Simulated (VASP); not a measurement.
Wanted: the native input for a VASP 6.6.1 run.

```
Task                   : single point
Functional             : PBE
Potentials or basis    : VASP PAW PBE potentials, release 64 (Co, Sn_d)
Cutoff                 : 520 eV
k mesh                 : 9 × 9 × 8
Occupations            : gaussian, width 0.1 eV
Spin                   : no spin polarisation
Dipole correction      : no
Further INCAR settings : ALGO = Fast; EDIFF = 1e-06; NBANDS = 44
```

The structure of CoSn lies in POSCAR:

```
CoSn
1.0
    5.4004921480      0.0000000000      0.0000000000
   -2.7002460740      4.6769633931      0.0000000000
    0.0000000000      0.0000000000      4.3132109273
Co Sn
3 3
Direct
    0.0000000000      0.5000000000      0.0000000000
    0.5000000000      0.5000000000      0.0000000000
    0.5000000000      0.0000000000      0.0000000000
    0.6666666667      0.3333333333      0.5000000000
    0.3333333333      0.6666666667      0.5000000000
    0.0000000000      0.0000000000      0.0000000000
```

These files were run (other wordings do the same):

INCAR

```
SYSTEM = CoSn
PREC = Accurate
ENCUT = 520
EDIFF = 1E-6
ISMEAR = 0
SIGMA = 0.1
LREAL = .FALSE.
LASPH = .TRUE.
NELM = 100
ALGO = Fast
ISIF = 2
LWAVE = .FALSE.
LCHARG = .FALSE.
GGA = PE
NBANDS = 44
```

KPOINTS

```
regular mesh
0
G
  9 9 8
  0 0 0
```

Potentials or basis: VASP PAW PBE potentials, release 64 (Co, Sn_d).

Run with:

```sh
$ cat potpaw_PBE.64/Co/POTCAR potpaw_PBE.64/Sn_d/POTCAR > POTCAR
$ mpirun -np 1 vasp_std > vasp.out
```

Results of the run:

```json
{
 "Pressure": "-6.5 GPa",
 "Band gap on the k mesh": "zero (an odd number of electrons rules out a gap without spin polarisation)"
}
```

Caveat: the cell stands under tension; spin-orbit coupling is left out, which moves the levels of the heavy elements; the run has no spin polarisation, though such a crystal can be magnetic.

Run time: 2.7 min on 1 thread of Intel(R) Xeon(R) 6975P-C (Granite Rapids), with other jobs on the host, peak memory 0.36 GiB.
